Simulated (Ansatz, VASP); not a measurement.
## Si2WC3 in VASP and in Ansatz

```
Si W C
1.0
     5.22298    0.00000    0.00000
    -2.61149    4.52323    0.00000
     0.00000    0.00000    2.66063
Si W C
2 1 3
Direct
  0.33333 0.66667 0.04518
  0.66667 0.33333 0.95482
  0.00000 0.00000 0.00000
  0.50000 0.00000 0.50000
  0.00000 0.50000 0.50000
  0.50000 0.50000 0.50000
```

Alike in both runs: functional PBE; k mesh 4 × 4 × 4; occupations gaussian, width 0.2 eV; no spin polarisation.

Ansatz relaxed the structure, and its values are those at the end. VASP's run is a single point on that final structure, the one shown.

```csv
,VASP,Ansatz
version,VASP 6.6.1,Ansatz 0.2.0
potentials or method,"VASP PAW PBE potentials, release 64 (Si, W_sv, C), cutoff 600 eV","scalar-relativistic, plane waves, PAW"
valence electrons in the cell,34,34
```

Ansatz gave:

| Property | Result |
| --- | --- |
| gap on the k mesh at the Fermi level (eV) | none |
| pressure (GPa) | -0.2 |
| rms of the force components (eV/Å) | 0.025 |

Q: What did VASP give for the same quantities?

A: gap on the k mesh at the Fermi level (eV): none; pressure (GPa): -0.2; rms of the force components (eV/Å): 0.024.

A gap of «none» marks a metal or a gap that the smearing closes.

The k mesh is coarse, so the values compare programs but aren't converged. Neither program's run includes spin-orbit coupling.
